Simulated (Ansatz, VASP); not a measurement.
# Sr3Si in VASP and in Ansatz

```
CELL_PARAMETERS angstrom
5.18216 0.00000 0.00000
0.00000 5.18216 0.00000
0.00000 0.00000 5.17719
ATOMIC_POSITIONS crystal
Sr 0.00000 0.50000 0.50000
Sr 0.50000 0.00000 0.50000
Sr 0.50000 0.50000 0.00000
Si 0.00000 0.00000 0.00000
```

Alike in both runs: functional PBE; k mesh 4 × 4 × 4; occupations gaussian, width 0.1 eV; no spin polarisation.

Ansatz relaxed the structure, and its values are those at the end. VASP's run is a single point on that final structure, the one shown.

```csv
,VASP,Ansatz
version,VASP 6.6.1,Ansatz 0.2.0
potentials or method,"VASP PAW PBE potentials, release 64 (Sr_sv, Si), cutoff 520 eV","scalar-relativistic, plane waves, PAW"
valence electrons in the cell,34,34
```

Ansatz gave:

- gap on the k mesh at the Fermi level (eV): none
- pressure (GPa): 0.1

Q: Estimate VASP's values.

A: gap on the k mesh at the Fermi level (eV): none; pressure (GPa): 0.2.

A gap of «none» marks a metal or a gap that the smearing closes. With one functional, cell and mesh, what is left measures potentials, basis and numerics.
